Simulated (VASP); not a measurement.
# NaF (I4mm) in VASP: a series of runs

Runs on NaF. Level: PBEsol. Tasks: single point.

Program: VASP 6.6.1. These are calculated values, not measurements. Logs are shortened: lines on timing, memory, paths and dates and some standing lists are left out, and cuts for length are marked.

**1. The cell of the first run**

It takes space group I4mm (No. 107, tetragonal). Conventional cell: a = 3.286 Å, b = 3.286 Å, c = 4.647 Å, α = 90.00°, β = 90.00°, γ = 90.00°. Na (site symmetry 4mm) has 6 F at 2.15 to 2.50 Å within 2.8 Å. Within 2.8 Å of F (site symmetry 4mm) lie 6 Na at 2.15 to 2.50 Å.

**2. Single point, PBEsol (all F atoms moved +0.175 Å, as atom 2 along Cartesian [0 0 1])**

INCAR reads:

```
SYSTEM = NaF
ALGO     = Normal         ! electronic algorithm
EDIFF    = 1E-7           ! SCF threshold, eV
ENCUT    = 520            ! plane-wave cutoff, eV
GGA      = PS             ! functional
ISIF     = 2              ! what is computed and relaxed
ISMEAR   = 0              ! smearing method
LASPH    = .TRUE.         ! aspherical terms in the spheres
LCHARG   = .FALSE.        ! write CHGCAR
LREAL    = .FALSE.        ! projectors in reciprocal space
LWAVE    = .FALSE.        ! write WAVECAR
NBANDS   = 14             ! bands
NELM     = 100            ! most SCF steps
PREC     = Accurate       ! precision mode
SIGMA    = 0.05           ! smearing width, eV
```

KPOINTS reads:

```
k-points
0
G
  8 8 8
  0 0 0
```

POSCAR reads:

```
NaF
1.0
    0.0000000000      2.3233000000      2.3233000000
    2.3233000000      0.0000000000      2.3233000000
    2.3233000000      2.3233000000      0.0000000000
Na F
1 1
Direct
    0.0000000000      0.0000000000      0.0000000000
    0.5376619464      0.5376619464      0.4623380536
```

Potentials or basis: VASP PAW PBE potentials, release 64 (Na_pv, F).

Command:

```
$ cat potpaw_PBE.64/Na_pv/POTCAR potpaw_PBE.64/F/POTCAR > POTCAR
$ mpirun -np 1 vasp_std > vasp.out
```

OUTCAR:

```text
SYSTEM = NaF
   EDIFF = 1E-7
   ENCUT = 520
   GGA = PS
   ISIF = 2
   ISMEAR = 0
   LASPH = .TRUE.
   LREAL = .FALSE.
   NELM = 100
   PREC = Accurate

 ion  position               nearest neighbor table
   1  0.000  0.000  0.000-   2 2.15   2 2.33   2 2.33   2 2.33   2 2.33
   2  0.538  0.538  0.462-   1 2.15   1 2.33   1 2.33   1 2.33   1 2.33

  LATTYP: Found a face centered cubic cell.
 ALAT       =     4.6466000000

  Lattice vectors:

 A1 = (   0.0000000000,   2.3233000000,   2.3233000000)
 A2 = (   2.3233000000,   0.0000000000,   2.3233000000)
 A3 = (   2.3233000000,   2.3233000000,   0.0000000000)

Analysis of symmetry for initial positions (statically):
=====================================================================
 Subroutine PRICEL returns:
 Original cell was already a primitive cell.

 Routine SETGRP: Setting up the symmetry group for a
 face centered cubic supercell.

 Subroutine GETGRP returns: Found  8 space group operations
 (whereof  8 operations were pure point group operations)
 out of a pool of 48 trial point group operations.

The static configuration has the point symmetry C_4v.

Analysis of symmetry for dynamics (positions and initial velocities):
=====================================================================
 Subroutine PRICEL returns:
 Original cell was already a primitive cell.

 Routine SETGRP: Setting up the symmetry group for a
 face centered cubic supercell.

 Subroutine GETGRP returns: Found  8 space group operations
 (whereof  8 operations were pure point group operations)
 out of a pool of 48 trial point group operations.

The dynamic configuration has the point symmetry C_4v.

 Subroutine INISYM returns: Found  8 space group operations
 (whereof  8 operations are pure point group operations),
 and found     1 'primitive' translations

----------------------------------------------------------------------------------------

                                     Primitive cell

  volume of cell :      25.0811

  direct lattice vectors                    reciprocal lattice vectors
     0.000000000  2.323300000  2.323300000    -0.215211122  0.215211122  0.215211122
     2.323300000  0.000000000  2.323300000     0.215211122 -0.215211122  0.215211122
     2.323300000  2.323300000  0.000000000     0.215211122  0.215211122 -0.215211122

  length of vectors
     3.285642369  3.285642369  3.285642369     0.372756598  0.372756598  0.372756598

  position of ions in fractional coordinates (direct lattice)
     0.000000000  0.000000000  0.000000000
     0.537661946  0.537661946  0.462338054

  ion indices of the primitive-cell ions
[... 82 lines left out ...]
   ISYM   =      2    0-nonsym 1-usesym 2-fastsym
   POTIM  = 0.5000    time-step for ionic-motion
   TEBEG  =    0.0;   TEEND  =   0.0 temperature during run
   PSTRESS=    0.0 pullay stress
   NELECT =      14.0000    total number of electrons
   NUPDOWN=      -1.0000    fix difference up-down
   EMIN   =  10.00;   EMAX   =-10.00  energy-range for DOS
   EFERMI =   0.00;   METHOD = LEGACY
   ISMEAR =     0;   SIGMA  =   0.05  broadening in eV -4-tet -1-fermi 0-gaus
   EFERMI_NEDOS =   21; number of points for ismear=-14 and -15
   IALGO  =     38    algorithm
   IMIX   =      4    mixing-type and parameters
     AMIX     =   0.40;   BMIX     =  1.00
     AMIX_MAG =   1.60;   BMIX_MAG =  1.00
  volume/ion in A,a.u.               =      12.54        84.63
  Fermi-wavevector in a.u.,A,eV,Ry     =   1.347935  2.547227 24.720809  1.816928
  Thomas-Fermi vector in A             =   2.475645
   LORBIT       =      0    0 simple, 1 ext, 2 COOP (PROOUT), +10 PAW based schemes
   GGA     = PS    functional components
   LHFCALC =     F    Hartree Fock is set to
   AEXX    =    0.0000 exact exchange contribution
   IVDW    =     0    specifies the selected vdW correction
   LEPSILON=     F    determine dielectric tensor
   LRPA    =     F    only Hartree local field effects (RPA)
 non-spin polarized calculation
 Gauss-broadening in eV      SIGMA  =   0.05
  energy-cutoff  :      520.00
  volume of cell :       25.08
 maximum number of plane-waves:       692
   NGX = 13   NGY = 13   NGZ = 13

 number of electron      13.9999992 magnetization

 Free energy of the ion-electron system (eV)
  ---------------------------------------------------
  ext. energy  EPLUGINS =         0.00000000
  ---------------------------------------------------
  free energy    TOTEN  =        -8.73210910 eV

  energy without entropy =       -8.73210910  energy(sigma->0) =       -8.73210910

 E-fermi :  -1.8800     XC(G=0):  -9.2836

 val. band max:       -2.2230508385   @ k =   0.0000   0.0000   0.0000
 cond. band min:       3.9008211104   @ k =   0.0000   0.0000   0.0000
 fundamental gap:      6.1238719489
 Fermi energy:        -1.8800178907

 k-point     1 :       0.0000    0.0000    0.0000
  band No.  band energies     occupation
      1     -21.3428      2.00000
      2     -20.9842      2.00000
      3     -20.9842      2.00000
      4     -20.9025      2.00000
      5      -2.2231      2.00000
      6      -2.2231      2.00000
      7      -2.2231      2.00000
      8       3.9008      0.00000
      9      16.6103      0.00000
     10      16.6585      0.00000
     11      16.6585      0.00000
     12      19.2044      0.00000
     13      21.6309      0.00000
     14      21.6482      0.00000
[... 377 lines left out ...]
      1     -21.6760      2.00000
      2     -21.0480      2.00000
      3     -21.0178      2.00000
      4     -20.4138      2.00000
      5      -3.4500      2.00000
      6      -2.7831      2.00000
      7      -2.5441      2.00000
      8       8.9895      0.00000
      9      10.7428      0.00000
     10      14.2047      0.00000
     11      17.3741      0.00000
     12      17.5306      0.00000
     13      23.1696      0.00000
     14      24.7063      0.00000

 [... further k-points ...]
[... 5 lines left out ...]
  --------------------------------------------------------------------------------------
  -------------------------------------------------------------------------------------
  Total       -0.1209445     -0.1209445      0.4281434      0.0000000     -0.0000000      0.0000000
  in kB       -7.7259282     -7.7259282     27.3497873      0.0000000     -0.0000000      0.0000000
  external PRESSURE =       3.9659770 kB  Pullay stress =       0.0000000 kB

 VOLUME and BASIS-vectors are now :
 -----------------------------------------------------------------------------
  energy-cutoff  :      520.00
  volume of cell :       25.08
      direct lattice vectors                 reciprocal lattice vectors
     0.000000000  2.323300000  2.323300000    -0.215211122  0.215211122  0.215211122
     2.323300000  0.000000000  2.323300000     0.215211122 -0.215211122  0.215211122
     2.323300000  2.323300000  0.000000000     0.215211122  0.215211122 -0.215211122

 POSITION                                       TOTAL-FORCE (eV/Angst)
 -----------------------------------------------------------------------------------
      0.00000      0.00000      0.00000         0.000000      0.000000      0.458456
      2.32330      2.32330      2.49830         0.000000      0.000000     -0.458456
 -----------------------------------------------------------------------------------
    total drift:                                0.000002      0.000002     -0.001458

  FREE ENERGIE OF THE ION-ELECTRON SYSTEM (eV)
  ---------------------------------------------------
  free  energy   TOTEN  =        -8.7321090964 eV

  energy  without entropy=       -8.7321090964  energy(sigma->0) =       -8.73210910
```

stdout:

```text
POSCAR found type information on POSCAR NaF
 POSCAR found :  2 types and       2 ions
 scaLAPACK will be used
 -----------------------------------------------------------------------------
|                                                                             |
|                                                                             |
|     You enforced a specific xc type in the INCAR file but a different       |
|     I HOPE YOU KNOW WHAT YOU ARE DOING!                                     |
|                                                                             |
 -----------------------------------------------------------------------------

 LDA part: xc-table for (Slater+PW92), standard interpolation
 POSCAR, INCAR and KPOINTS ok, starting setup
 FFT: planning ... GRIDC
 FFT: planning ... GRID_SOFT
 FFT: planning ... GRID
 WAVECAR not read
 entering main loop
```

It took 26 s on 1 thread of AMD EPYC 7R13 (Zen 3), shared host; peak memory 0.11 GiB.

What came out:

| Property | Result |
| --- | --- |
| Free energy | -8.7321 eV |
| Pressure | 0.4 GPa |
| Largest force | 0.458 eV/Å |
| Band gap on the k mesh | 6.12 eV, direct |

Forces on the atoms (eV/Å):
```
Na   0.000  0.000  0.458
F    0.000  0.000 -0.458
```

Stress tensor (GPa, compression positive):
```
-0.77  0.00  0.00
 0.00 -0.77  0.00
 0.00  0.00  2.73
```

Caveat: the cell differs from its parent crystal (all F atoms moved +0.175 Å, as atom 2 along Cartesian [0 0 1]); the PAW data sets were made with another functional, which shifts forces and pressure a little.

**3. Single point, PBEsol (all F atoms moved +0.125 Å, as atom 2 along Cartesian [0 0 1])**

INCAR reads:

```
PREC = Accurate ; ENCUT = 520
EDIFF = 1E-7 ; ISMEAR = 0
SIGMA = 0.05 ; LREAL = F
LASPH = T ; NELM = 80
ALGO = Normal ; ISIF = 2
LWAVE = F ; LCHARG = T
GGA = PS ; LELF = T
LVHAR = T ; NBANDS = 14
```

KPOINTS reads:

```
Automatic mesh
0
Gamma
  8 8 8
```

POSCAR: that of step 2 with these lines changed.

```diff
@@ -9,2 +9,2 @@
     0.0000000000      0.0000000000      0.0000000000
-    0.5376619464      0.5376619464      0.4623380536
+    0.5269013903      0.5269013903      0.4730986097
```

Potentials or basis: VASP PAW PBE potentials, release 64 (Na_pv, F).

Command:

```
$ cat potpaw_PBE.64/Na_pv/POTCAR potpaw_PBE.64/F/POTCAR > POTCAR
$ mpirun -np 1 vasp_std > vasp.out
```

OUTCAR:

```text
PREC = Accurate
   ENCUT = 520
   EDIFF = 1E-7
   ISMEAR = 0
   LREAL = F
   LASPH = T
   NELM = 80
   ISIF = 2
   GGA = PS

 ion  position               nearest neighbor table
   1  0.000  0.000  0.000-   2 2.20   2 2.33   2 2.33   2 2.33   2 2.33
   2  0.527  0.527  0.473-   1 2.20   1 2.33   1 2.33   1 2.33   1 2.33

  LATTYP: Found a face centered cubic cell.
 ALAT       =     4.6466000000

  Lattice vectors:

 A1 = (   0.0000000000,   2.3233000000,   2.3233000000)
 A2 = (   2.3233000000,   0.0000000000,   2.3233000000)
 A3 = (   2.3233000000,   2.3233000000,   0.0000000000)

Analysis of symmetry for initial positions (statically):
=====================================================================
 Subroutine PRICEL returns:
 Original cell was already a primitive cell.

 Routine SETGRP: Setting up the symmetry group for a
 face centered cubic supercell.

 Subroutine GETGRP returns: Found  8 space group operations
 (whereof  8 operations were pure point group operations)
 out of a pool of 48 trial point group operations.

The static configuration has the point symmetry C_4v.

Analysis of symmetry for dynamics (positions and initial velocities):
=====================================================================
 Subroutine PRICEL returns:
 Original cell was already a primitive cell.

 Routine SETGRP: Setting up the symmetry group for a
 face centered cubic supercell.

 Subroutine GETGRP returns: Found  8 space group operations
 (whereof  8 operations were pure point group operations)
 out of a pool of 48 trial point group operations.

The dynamic configuration has the point symmetry C_4v.

 Subroutine INISYM returns: Found  8 space group operations
 (whereof  8 operations are pure point group operations),
 and found     1 'primitive' translations

----------------------------------------------------------------------------------------
[... 116 lines left out ...]
  Thomas-Fermi vector in A             =   2.475645
   LORBIT       =      0    0 simple, 1 ext, 2 COOP (PROOUT), +10 PAW based schemes
   GGA     = PS    functional components
   LHFCALC =     F    Hartree Fock is set to
   AEXX    =    0.0000 exact exchange contribution
   IVDW    =     0    specifies the selected vdW correction
   LEPSILON=     F    determine dielectric tensor
   LRPA    =     F    only Hartree local field effects (RPA)
 non-spin polarized calculation
 Gauss-broadening in eV      SIGMA  =   0.05
  energy-cutoff  :      520.00
  volume of cell :       25.08
 maximum number of plane-waves:       692
   NGX = 13   NGY = 13   NGZ = 13

 number of electron      13.9999999 magnetization

 Free energy of the ion-electron system (eV)
  ---------------------------------------------------
  ext. energy  EPLUGINS =         0.00000000
  ---------------------------------------------------
  free energy    TOTEN  =        -8.75089433 eV

  energy without entropy =       -8.75089433  energy(sigma->0) =       -8.75089433

 E-fermi :  -1.9348     XC(G=0):  -9.2882

 val. band max:       -2.2172617881   @ k =   0.0000   0.0000   0.0000
 cond. band min:       3.9045691151   @ k =   0.0000   0.0000   0.0000
 fundamental gap:      6.1218309032
 Fermi energy:        -1.9348146573

 k-point     1 :       0.0000    0.0000    0.0000
  band No.  band energies     occupation
      1     -21.3029      2.00000
      2     -20.9942      2.00000
      3     -20.9942      2.00000
      4     -20.9487      2.00000
      5      -2.2177      2.00000
      6      -2.2173      2.00000
      7      -2.2173      2.00000
      8       3.9046      0.00000
      9      16.5933      0.00000
     10      16.6179      0.00000
     11      16.6179      0.00000
     12      19.2229      0.00000
     13      21.6254      0.00000
     14      21.6337      0.00000
[... 377 lines left out ...]
      1     -21.6512      2.00000
      2     -21.0569      2.00000
      3     -21.0274      2.00000
      4     -20.4455      2.00000
      5      -3.4545      2.00000
      6      -2.7843      2.00000
      7      -2.5435      2.00000
      8       9.0161      0.00000
      9      10.7447      0.00000
     10      14.2204      0.00000
     11      17.3755      0.00000
     12      17.4889      0.00000
     13      23.1488      0.00000
     14      24.6560      0.00000

 [... further k-points ...]
[... 5 lines left out ...]
  --------------------------------------------------------------------------------------
  -------------------------------------------------------------------------------------
  Total       -0.1040458     -0.1040458      0.1711056      0.0000000      0.0000000      0.0000000
  in kB       -6.6464410     -6.6464410     10.9302178      0.0000000      0.0000000      0.0000000
  external PRESSURE =      -0.7875548 kB  Pullay stress =       0.0000000 kB

 VOLUME and BASIS-vectors are now :
 -----------------------------------------------------------------------------
  energy-cutoff  :      520.00
  volume of cell :       25.08
      direct lattice vectors                 reciprocal lattice vectors
     0.000000000  2.323300000  2.323300000    -0.215211122  0.215211122  0.215211122
     2.323300000  0.000000000  2.323300000     0.215211122 -0.215211122  0.215211122
     2.323300000  2.323300000  0.000000000     0.215211122  0.215211122 -0.215211122

 POSITION                                       TOTAL-FORCE (eV/Angst)
 -----------------------------------------------------------------------------------
      0.00000      0.00000      0.00000         0.000000      0.000000      0.298691
      2.32330      2.32330      2.44830         0.000000      0.000000     -0.298691
 -----------------------------------------------------------------------------------
    total drift:                               -0.000002     -0.000002      0.000644

  FREE ENERGIE OF THE ION-ELECTRON SYSTEM (eV)
  ---------------------------------------------------
  free  energy   TOTEN  =        -8.7508943335 eV

  energy  without entropy=       -8.7508943335  energy(sigma->0) =       -8.75089433
```

It took 23 s on 1 thread of AMD EPYC 7R13 (Zen 3), shared host; peak memory 0.11 GiB.

Results:

* Free energy: -8.7509 eV
* Pressure: -0.1 GPa
* Largest force: 0.299 eV/Å
* Band gap on the k mesh: 6.12 eV, direct

Forces on the atoms (eV/Å):
```
Na   0.000  0.000  0.299
F    0.000  0.000 -0.299
```

Caveat: the cell differs from its parent crystal (all F atoms moved +0.125 Å, as atom 2 along Cartesian [0 0 1]); the PAW data sets were made with another functional, which shifts forces and pressure a little.
